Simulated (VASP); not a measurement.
CdS:

```
Cd S
1.0
     0.00000    2.75324    2.75324
     2.75324    0.00000    2.75324
     2.75324    2.75324    0.00000
Cd S
1 1
Direct
  0.00000 0.00000 0.00000
  0.50000 0.50000 0.50000
```

| Property | Result |
| --- | --- |
| Program | VASP 6.6.1 |
| Task | relaxation of cell and atoms |
| Functional | PBEsol |
| Potentials or basis | VASP PAW PBE potentials, release 64 (Cd_sv_GW, S) |
| Cutoff | 630 eV |
| k mesh | 6 × 6 × 6 |
| Occupations | fermi-dirac, width 0.01 eV |
| Spin | no spin polarisation |

At the start: pressure -4.5 GPa; volume 20.87 Å³/atom.

Task: How do energy, volume and symmetry change on relaxing?

Result: Over 3 steps the energy falls by 17.7 meV/atom and the volume is 19.66 Å³/atom (-5.8 %); space group Fm-3m (No. 225, to 0.1 Å) before and after.

The path:
| step | energy change (eV) | largest force (eV/Å) | pressure (GPa) | volume (Å³) |
| --- | --- | --- | --- | --- |
| 1 | 0.0000 | 0.0000 | -4.46 | 41.74 |
| 2 | -0.0284 | 0.0000 | 2.33 | 38.33 |
| 3 | -0.0354 | 0.0000 | 0.01 | 39.33 |

Final structure:
```
Cd S
1.0
     0.00000    2.69912    2.69912
     2.69912    0.00000    2.69912
     2.69912    2.69912    0.00000
Cd S
1 1
Direct
  0.00000 0.00000 0.00000
  0.50000 0.50000 0.50000
```

Caveat: the PAW data sets were made with another functional, which shifts forces and pressure a little.
